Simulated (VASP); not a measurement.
# Mn (Fd-3m) in VASP: a series of runs

The runs below take Mn through single point, with LDA.

All numbers are computed with VASP 6.6.1; they aren't measurements. Logs are shortened: lines on timing, memory, paths and dates and some standing lists are left out, and cuts for length are marked.

## (1) The cell of the first run

The structure is cubic, space group Fd-3m (No. 227). The conventional cell has a = 4.764 Å, b = 4.764 Å, c = 4.764 Å, α = 90.00°, β = 90.00°, γ = 90.00°. Mn (site symmetry -43m) has 4 Mn at 2.06 Å within 2.7 Å.

This isn't the form of Mn at room conditions, which is a 58-atom cubic cell.

## (2) Single point, LDA, collinear spin, ferromagnetic start

Contents of INCAR:

```
PREC = Accurate
ENCUT = 520
EDIFF = 1E-6
ISMEAR = -1
SIGMA = 0.05
LREAL = False
LASPH = True
NELM = 150
ALGO = Normal
ISIF = 2
LWAVE = False
LCHARG = False
ISPIN = 2
MAGMOM = 3 3
LORBIT = 11
LMAXMIX = 4
NBANDS = 24
```

Contents of KPOINTS:

```
regular mesh
0
Gamma
  14 14 14
```

Contents of POSCAR:

```
Mn
1.0
    0.0000000000      2.3821395762      2.3821395762
    2.3821395762      0.0000000000      2.3821395762
    2.3821395762      2.3821395762      0.0000000000
Mn
2
Direct
   -0.1250000000     -0.1250000000     -0.1250000000
    0.1250000000      0.1250000000      0.1250000000
```

Potentials or basis: VASP PAW LDA potentials, release 64 (Mn_pv).

On the command line:

```sh
cat potpaw_LDA.64/Mn_pv/POTCAR > POTCAR
mpirun -np 1 vasp_std > vasp.out
```

OUTCAR:

```text
PREC = Accurate
   ENCUT = 520
   EDIFF = 1E-6
   ISMEAR = -1
   LREAL = False
   LASPH = True
   NELM = 150
   ISIF = 2
   ISPIN = 2
   LORBIT = 11

 ion  position               nearest neighbor table
   1  0.875  0.875  0.875-   2 2.06   2 2.06   2 2.06   2 2.06
   2  0.125  0.125  0.125-   1 2.06   1 2.06   1 2.06   1 2.06

  LATTYP: Found a face centered cubic cell.
 ALAT       =     4.7642791524

  Lattice vectors:

 A1 = (   0.0000000000,   2.3821395762,   2.3821395762)
 A2 = (   2.3821395762,   0.0000000000,   2.3821395762)
 A3 = (   2.3821395762,   2.3821395762,   0.0000000000)

Analysis of symmetry for initial positions (statically):
=====================================================================
 Subroutine PRICEL returns:
 Original cell was already a primitive cell.

 Routine SETGRP: Setting up the symmetry group for a
 face centered cubic supercell.

 Subroutine GETGRP returns: Found 48 space group operations
 (whereof 12 operations were pure point group operations)
 out of a pool of 48 trial point group operations.

The static configuration has the point symmetry D_3d.
 The point group associated with its full space group is O_h .

Analysis of symmetry for dynamics (positions and initial velocities):
=====================================================================
 Subroutine PRICEL returns:
 Original cell was already a primitive cell.

 Routine SETGRP: Setting up the symmetry group for a
 face centered cubic supercell.

 Subroutine GETGRP returns: Found 48 space group operations
 (whereof 12 operations were pure point group operations)
 out of a pool of 48 trial point group operations.

The dynamic configuration has the point symmetry D_3d.
 The point group associated with its full space group is O_h .

Analysis of structural, dynamic, and magnetic symmetry:
=====================================================================
 Subroutine PRICEL returns:
 Original cell was already a primitive cell.

 Routine SETGRP: Setting up the symmetry group for a
 face centered cubic supercell.

 Subroutine GETGRP returns: Found 48 space group operations
 (whereof 12 operations were pure point group operations)
 out of a pool of 48 trial point group operations.

The overall configuration has the point symmetry D_3d.
 The point group associated with its full space group is O_h .

 Subroutine INISYM returns: Found 48 space group operations
 (whereof 12 operations are pure point group operations),
 and found     1 'primitive' translations

----------------------------------------------------------------------------------------

                                     Primitive cell

  volume of cell :      27.0353

  direct lattice vectors                    reciprocal lattice vectors
     0.000000000  2.382139576  2.382139576    -0.209895342  0.209895342  0.209895342
     2.382139576  0.000000000  2.382139576     0.209895342 -0.209895342  0.209895342
     2.382139576  2.382139576  0.000000000     0.209895342  0.209895342 -0.209895342

  length of vectors
     3.368854096  3.368854096  3.368854096     0.363549396  0.363549396  0.363549396

  position of ions in fractional coordinates (direct lattice)
     0.875000000  0.875000000  0.875000000
     0.125000000  0.125000000  0.125000000

  ion indices of the primitive-cell ions
   primitive index   ion index
                 1           1
                 2           2

----------------------------------------------------------------------------------------

 KPOINTS: regular mesh

Automatic generation of k-mesh.
 Grid dimensions read from file:
 generate k-points for:   14   14   14

 Generating k-lattice:

  Cartesian coordinates                     Fractional coordinates (reciprocal lattice)
    -0.014992524  0.014992524  0.014992524     0.071428571  0.000000000  0.000000000
     0.014992524 -0.014992524  0.014992524     0.000000000  0.071428571  0.000000000
     0.014992524  0.014992524 -0.014992524     0.000000000  0.000000000  0.071428571

  Length of vectors
     0.025967814  0.025967814  0.025967814

  Shift w.r.t. Gamma in fractional coordinates (k-lattice)
     0.000000000  0.000000000  0.000000000

 Subroutine IBZKPT returns following result:
 ===========================================

 Found    104 irreducible k-points:

 Following reciprocal coordinates:
            Coordinates               Weight
  0.000000  0.000000  0.000000      1.000000
  0.071429  0.000000  0.000000      8.000000
  0.142857  0.000000  0.000000      8.000000
  0.214286  0.000000  0.000000      8.000000
  0.285714  0.000000  0.000000      8.000000
  0.357143  0.000000  0.000000      8.000000
[... 16 lines left out ...]
  0.214286  0.142857  0.000000     24.000000
  0.285714  0.142857  0.000000     24.000000
 [... further k-points ...]
   k-points           NKPTS =    104   k-points in BZ     NKDIM =    104   number of bands    NBANDS=     24
   number of dos      NEDOS =    301   number of ions     NIONS =      2
   total plane-waves  NPLWV =  21952
   dimension x,y,z NGX =    28 NGY =   28 NGZ =   28
   dimension x,y,z NGXF=    56 NGYF=   56 NGZF=   56
   ions per type =               2
   NGX,Y,Z   is equivalent  to a cutoff of  13.82, 13.82, 13.82 a.u.
   NGXF,Y,Z  is equivalent  to a cutoff of  27.63, 27.63, 27.63 a.u.
 SYSTEM =  unknown system
   PREC   = accura    normal or accurate (medium, high low for compatibility)
   ISTART =      0    job   : 0-new  1-cont  2-samecut
   ICHARG =      2    charge: 1-file 2-atom 10-const
   ISPIN  =      2    spin polarized calculation?
   LNONCOLLINEAR =      F non collinear calculations
   LSORBIT =      F    spin-orbit coupling
   LASPH  =      T    aspherical Exc in radial PAW
   ENCUT  =  520.0 eV  38.22 Ry    6.18 a.u.   6.26  6.26  6.26*2*pi/ulx,y,z
   NELM   =    150;   NELMIN=  2; NELMDL= -5     # of ELM steps
   EDIFF  = 0.1E-05   stopping-criterion for ELM
   LREAL  =      F    real-space projection
   EDIFFG = 0.1E-04   stopping-criterion for IOM
   NSW    =      0    number of steps for IOM
   IBRION =     -1    ionic relax: 0-MD 1-quasi-New 2-CG
   NFREE  =      0    steps in history (QN), initial steepest desc. (CG)
   ISIF   =      2    stress and relaxation
   ISYM   =      2    0-nonsym 1-usesym 2-fastsym
   POTIM  = 0.5000    time-step for ionic-motion
   TEBEG  =    0.0;   TEEND  =   0.0 temperature during run
   PSTRESS=    0.0 pullay stress
   NELECT =      26.0000    total number of electrons
   NUPDOWN=      -1.0000    fix difference up-down
   EMIN   =  10.00;   EMAX   =-10.00  energy-range for DOS
   EFERMI =   0.00;   METHOD = LEGACY
   ISMEAR =    -1;   SIGMA  =   0.05  broadening in eV -4-tet -1-fermi 0-gaus
   EFERMI_NEDOS =   21; number of points for ismear=-14 and -15
   IALGO  =     38    algorithm
   IMIX   =      4    mixing-type and parameters
     AMIX     =   0.40;   BMIX     =  1.00
     AMIX_MAG =   1.60;   BMIX_MAG =  1.00
  volume/ion in A,a.u.               =      13.52        91.22
  Fermi-wavevector in a.u.,A,eV,Ry     =   1.615928  3.053662 35.527862  2.611224
  Thomas-Fermi vector in A             =   2.710597
   LORBIT       =     11    0 simple, 1 ext, 2 COOP (PROOUT), +10 PAW based schemes
   GGA     = CA    functional components
   LHFCALC =     F    Hartree Fock is set to
   AEXX    =    0.0000 exact exchange contribution
   IVDW    =     0    specifies the selected vdW correction
   LEPSILON=     F    determine dielectric tensor
   LRPA    =     F    only Hartree local field effects (RPA)
 spin polarized calculation
  energy-cutoff  :      520.00
  volume of cell :       27.04
 maximum number of plane-waves:       748
 NGX is ok and might be reduce to    28
   NGX = 13   NGY = 13   NGZ = 13

 number of electron      26.0000001 magnetization      -0.0007809

 number of electron      26.0000001 magnetization       0.0000848

 Free energy of the ion-electron system (eV)
  ---------------------------------------------------
  ext. energy  EPLUGINS =         0.00000000
  ---------------------------------------------------
  free energy    TOTEN  =       -17.32114552 eV

  energy without entropy =      -17.30665974  energy(sigma->0) =      -17.31390263

 E-fermi :   7.1060     XC(G=0): -12.6447

 val. band max:        7.1052914171   @ k =   0.5000   0.5000   0.0000
 cond. band min:       7.1197098285   @ k =  -0.3571   0.4286   0.1429
 fundamental gap:      0.0144184114
 Fermi energy:         7.1060230654

 spin component 1

 k-point     1 :       0.0000    0.0000    0.0000
  band No.  band energies     occupation
      1     -40.5262      1.00000
      2     -40.5262      1.00000
      3     -40.5262      1.00000
      4     -39.5392      1.00000
      5     -39.5392      1.00000
      6     -39.5392      1.00000
[... 16 lines left out ...]
     23      23.3509      0.00000
     24      23.3509      0.00000
[... 598 lines left out ...]
      2     -40.6337      1.00000
      3     -40.4425      1.00000
      4     -39.6357      1.00000
      5     -39.4304      1.00000
      6     -39.4275      1.00000
[... 16 lines left out ...]
     23      25.5045      0.00000
     24      26.4735      0.00000

 [... further k-points ...]

 spin component 2

 k-point     1 :       0.0000    0.0000    0.0000
  band No.  band energies     occupation
      1     -40.5263      1.00000
      2     -40.5263      1.00000
      3     -40.5263      1.00000
      4     -39.5393      1.00000
      5     -39.5393      1.00000
      6     -39.5393      1.00000
[... 16 lines left out ...]
     23      23.3509      0.00000
     24      23.3509      0.00000
[... 598 lines left out ...]
      2     -40.6338      1.00000
      3     -40.4426      1.00000
      4     -39.6358      1.00000
      5     -39.4305      1.00000
      6     -39.4276      1.00000
[... 16 lines left out ...]
     23      25.5045      0.00000
     24      26.4736      0.00000

 [... further k-points ...]
[... 5 lines left out ...]
  --------------------------------------------------------------------------------------
  -------------------------------------------------------------------------------------
  Total        1.5635243      1.5635243      1.5635243     -0.0000000     -0.0000000     -0.0000000
  in kB       92.6581477     92.6581477     92.6581477     -0.0000000     -0.0000000     -0.0000000
  external PRESSURE =      92.6581477 kB  Pullay stress =       0.0000000 kB

 VOLUME and BASIS-vectors are now :
 -----------------------------------------------------------------------------
  energy-cutoff  :      520.00
  volume of cell :       27.04
      direct lattice vectors                 reciprocal lattice vectors
     0.000000000  2.382139576  2.382139576    -0.209895342  0.209895342  0.209895342
     2.382139576  0.000000000  2.382139576     0.209895342 -0.209895342  0.209895342
     2.382139576  2.382139576  0.000000000     0.209895342  0.209895342 -0.209895342

 POSITION                                       TOTAL-FORCE (eV/Angst)
 -----------------------------------------------------------------------------------
      4.16874      4.16874      4.16874        -0.000000     -0.000000     -0.000000
      0.59553      0.59553      0.59553         0.000000      0.000000      0.000000
 -----------------------------------------------------------------------------------
    total drift:                                0.000000     -0.000000     -0.000000

  FREE ENERGIE OF THE ION-ELECTRON SYSTEM (eV)
  ---------------------------------------------------
  free  energy   TOTEN  =       -17.3211455244 eV

  energy  without entropy=      -17.3066597440  energy(sigma->0) =      -17.31390263

 total charge

# of ion       s       p       d       tot
------------------------------------------
    1        0.520   6.298   5.450  12.268
    2        0.520   6.298   5.450  12.268
--------------------------------------------------
tot          1.039  12.597  10.900  24.536

 magnetization (x)

# of ion       s       p       d       tot
------------------------------------------
    1        0.000   0.000  -0.000   0.000
    2        0.000   0.000  -0.000   0.000
--------------------------------------------------
tot          0.000   0.000  -0.000   0.000
```

Run time: 54 s. Hardware: 1 thread of Intel Xeon 6975P-C (Granite Rapids), shared host; peak memory 0.21 GiB.

Results:

```yaml
Free_energy: -17.3211 eV
Pressure: 9.3 GPa
Band_gap_on_the_k_mesh: zero (filled and empty bands overlap)
Net_moment: 0.00 μB per cell
Valence_electrons_inside_the_program's_atomic_spheres: Mn 12.27
```

Levels at points of the mesh, in eV from the Fermi level:
Spin up:
```csv
k point,band 11,band 12,band 13,band 14,band 15,band 16
"(0.00, 0.00, 0.00)",-1.89,-1.89,0.48,0.48,0.48,2.61
"(0.50, 0.00, 0.00)",-1.98,-1.98,-0.33,1.23,1.23,2.28
"(0.50, 0.50, 0.00)",-0.43,-0.43,0.00,0.00,2.53,2.53
```
Spin down:
| k point | band 9 | band 10 | band 11 | band 12 | band 13 | band 14 | band 15 | band 16 | band 17 | band 18 |
| --- | --- | --- | --- | --- | --- | --- | --- | --- | --- | --- |
| (0.00, 0.00, 0.00) | -2.53 | -1.89 | -1.89 | -1.89 | 0.48 | 0.48 | 0.48 | 2.61 | 2.61 | 15.64 |
| (0.50, 0.00, 0.00) | -2.38 | -2.38 | -1.98 | -1.98 | -0.33 | 1.23 | 1.23 | 2.28 | 2.28 | 3.93 |
| (0.50, 0.50, 0.00) | -1.89 | -1.89 | -0.43 | -0.43 | 0.00 | 0.00 | 2.53 | 2.53 | 4.02 | 4.02 |

Caveat: atoms lie so close that the PAW spheres overlap strongly, which falsifies energies and pressures; the cell stands under pressure; the moments typed at the start vanished in this run.

## (3) Single point, LDA, collinear spin, ferromagnetic start

Contents of INCAR:

```
SYSTEM = Mn
ALGO     = Normal         ! electronic algorithm
EDIFF    = 1E-7           ! SCF threshold, eV
ENCUT    = 520            ! plane-wave cutoff, eV
GGA      = CA             ! functional
ISIF     = 2              ! what is computed and relaxed
ISMEAR   = -1             ! smearing method
ISPIN    = 2              ! spin polarisation
LASPH    = .True.         ! aspherical terms in the spheres
LCHARG   = .False.        ! write CHGCAR
LMAXMIX  = 4              ! l up to which the mixer works
LORBIT   = 11             ! projections on sites
LREAL    = .False.        ! projectors in reciprocal space
LWAVE    = .False.        ! write WAVECAR
MAGMOM   = 3 3            ! initial moments
NBANDS   = 24             ! bands
NELM     = 150            ! most SCF steps
PREC     = Accurate       ! precision mode
SIGMA    = 0.05           ! smearing width, eV
```

Contents of KPOINTS:

```
k-points
0
Gamma
  14 14 14
  0 0 0
```

Contents of POSCAR:

```
Mn
1.0
    0.0000000000      2.3825359880      2.3825359880
    2.3825359880      0.0000000000      2.3825359880
    2.3825359880      2.3825359880      0.0000000000
Mn
2
Direct
   -0.1250000000     -0.1250000000     -0.1250000000
    0.1250000000      0.1250000000      0.1250000000
```

Potentials or basis: VASP PAW LDA potentials, release 64 (Mn_pv).

On the command line:

```sh
cat potpaw_LDA.64/Mn_pv/POTCAR > POTCAR
mpirun -np 1 vasp_std > vasp.out
```

It took 72 s on 1 thread of Intel Xeon 6975P-C (Granite Rapids), shared host; peak memory 0.21 GiB.

It converged, with:

```
Free energy                                           : -17.3219 eV
Pressure                                              : 9.2 GPa
Band gap on the k mesh                                : zero (filled and empty bands overlap)
Net moment                                            : 0.00 μB per cell
Valence electrons inside the program's atomic spheres : Mn 12.27
```

Levels at points of the mesh, in eV from the Fermi level:
Spin up:
```
           k point  band 10  band 11  band 12  band 13  band 14  band 15  band 16  band 17
(0.00, 0.00, 0.00)    -1.89    -1.89    -1.89     0.48     0.48     0.48     2.61     2.61
(0.50, 0.00, 0.00)    -2.38    -1.98    -1.98    -0.33     1.23     1.23     2.28     2.28
(0.50, 0.50, 0.00)    -1.88    -0.43    -0.43     0.00     0.00     2.53     2.53     4.02
```
Spin down:
| k point | band 9 | band 10 | band 11 | band 12 | band 13 | band 14 | band 15 | band 16 | band 17 | band 18 |
| --- | --- | --- | --- | --- | --- | --- | --- | --- | --- | --- |
| (0.00, 0.00, 0.00) | -2.53 | -1.89 | -1.89 | -1.89 | 0.48 | 0.48 | 0.48 | 2.61 | 2.61 | 15.63 |
| (0.50, 0.00, 0.00) | -2.38 | -2.38 | -1.98 | -1.98 | -0.33 | 1.23 | 1.23 | 2.28 | 2.28 | 3.93 |
| (0.50, 0.50, 0.00) | -1.88 | -1.88 | -0.43 | -0.43 | 0.00 | 0.00 | 2.53 | 2.53 | 4.02 | 4.02 |

Caveat: atoms lie so close that the PAW spheres overlap strongly, which falsifies energies and pressures; the cell stands under pressure; the moments typed at the start vanished in this run.
